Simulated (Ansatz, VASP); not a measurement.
**Two plane-wave programs on CoO**

Contents of INCAR:

```
PREC = Accurate
ENCUT = 520
EDIFF = 1E-7
ISMEAR = 0
SIGMA = 0.05
LREAL = False
LASPH = True
NELM = 150
ALGO = Normal
ISIF = 2
LWAVE = False
LCHARG = False
ISPIN = 2
MAGMOM = 2 2 0 0
LORBIT = 11
LMAXMIX = 4
GGA = CA
NBANDS = 27
```

KPOINTS

```
regular mesh
0
Gamma
  10 10 5
```

The input POSCAR:

```
CoO
1.0
    3.1976457435      0.0000000000      0.0000000000
   -1.5988228718      2.7692424462      0.0000000000
    0.0000000000      0.0000000000      5.2287097100
Co O
2 2
Direct
    0.3333333333      0.6666666667      0.5033624100
    0.0000000000      0.0000000000      0.0034741400
    0.3333333333      0.6666666667      0.8715556000
    0.0000000000      0.0000000000      0.3716088500
```

The input input.yaml:

```yaml
crystal:
  lattice:
    - [3.1976457435, 0.0, 0.0]
    - [-1.5988228718, 2.7692424462, 0.0]
    - [0.0, 0.0, 5.22870971]
  atoms:
    - { symbol: Co, position: [0.3333333333, 0.6666666667, 0.50336241], spin: 2.0 }
    - { symbol: Co, position: [0.0, 0.0, 0.00347414], spin: 2.0 }
    - { symbol: O, position: [0.3333333333, 0.6666666667, 0.8715556] }
    - { symbol: O, position: [0.0, 0.0, 0.37160885] }
hamiltonian:
  xc: lda
  pseudopotentials: { kind: paw }
magnetization:
  spin_polarized: true
kpoints:
  mp_grid: { grid: [10, 10, 5] }
scf:
  occupations: { method: gaussian, width: 0.05 }
output:
  forces: true
  stress: true
  eigenvalues: true
```

Alike in both runs: task single point; functional LDA; k mesh 10 × 10 × 5; occupations gaussian, width 0.05 eV; collinear spin.

```csv
,VASP,Ansatz
version,VASP 6.6.1,Ansatz 0.2.0
potentials or method,"VASP PAW LDA potentials, release 64 (Co, O)",Ansatz PAW
plane-wave cutoff (eV),520,420
valence electrons in the cell,30,46
```

VASP gave:

* gap on the k mesh at the Fermi level (eV): none
* pressure (GPa): -16.4
* traceless stress, the component that is largest in VASP (GPa): 2.49
* rms of the force components (eV/Å): 0.157
* net moment per atom (μB): 1.32
* size of the moment on the site where the two differ most (μB): 2.27

What did Ansatz give for the same quantities?

gap on the k mesh at the Fermi level (eV): none; pressure (GPa): -18.0; traceless stress, the component that is largest in VASP (GPa): 1.72; rms of the force components (eV/Å): 0.037; net moment per atom (μB): 0.00; size of the moment on the site where the two differ most (μB): 1.99.

The net moments are unlike, so the other rows may belong to different states. LDA's correlation is that of Perdew and Zunger in VASP and of Perdew and Wang (1992) in Ansatz. Site moments also hang on the region over which each program counts them. Atom by atom the forces differ by 0.194 eV/Å (rms over components). A gap of «none» marks a metal or a gap that the smearing closes. VASP's potentials hold 30 valence electrons a cell and Ansatz's 46, so a difference there can come from the potentials and not from the codes.
